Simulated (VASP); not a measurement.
A run of VASP 6.6.1:

POSCAR

```
Os
1.0
    2.7393806551      0.0000000000      0.0000000000
   -1.3696903275      2.3723732379      0.0000000000
    0.0000000000      0.0000000000      4.3138178725
Os
2
Direct
    0.3333333333      0.6666666667      0.2500000000
    0.6666666667      0.3333333333      0.7500000000
```

File INCAR.step1:

```
SYSTEM = Os
PREC = Accurate
ENCUT = 520
ISMEAR = -1
SIGMA = 0.2
LREAL = .FALSE.
LASPH = .TRUE.
NELM = 80
NBANDS = 15
GGA = PE
ALGO = Normal
EDIFF = 1E-4
LWAVE = .TRUE.
LCHARG = .FALSE.
```

Contents of INCAR.step2:

```
SYSTEM = Os
PREC = Accurate
ENCUT = 520
EDIFF = 1E-6
ISMEAR = -1
SIGMA = 0.2
LREAL = .FALSE.
LASPH = .TRUE.
NELM = 80
ALGO = Normal
ISIF = 2
LWAVE = .FALSE.
LCHARG = .FALSE.
METAGGA = R2SCAN
LMIXTAU = .TRUE.
NBANDS = 15
ISTART = 1
```

The input KPOINTS:

```
Automatic mesh
0
G
  13 13 7
  0 0 0
```

Potentials or basis: VASP PAW PBE potentials, release 64 (Os).

Command:

```bash
$ cat potpaw_PBE.64/Os/POTCAR > POTCAR
$ cp INCAR.step1 INCAR
$ mpirun -np 1 vasp_std > vasp.out
$ cp INCAR.step2 INCAR
$ mpirun -np 1 vasp_std > vasp.out
```

Hardware: 1 thread of Intel Xeon 8259CL, on a shared host.

Problem. Estimate the wall time of this run.

Solution. It took 2.4 min on 1 thread of Intel Xeon 8259CL, on a shared host, peak memory 0.16 GiB. Counts: k points 84.
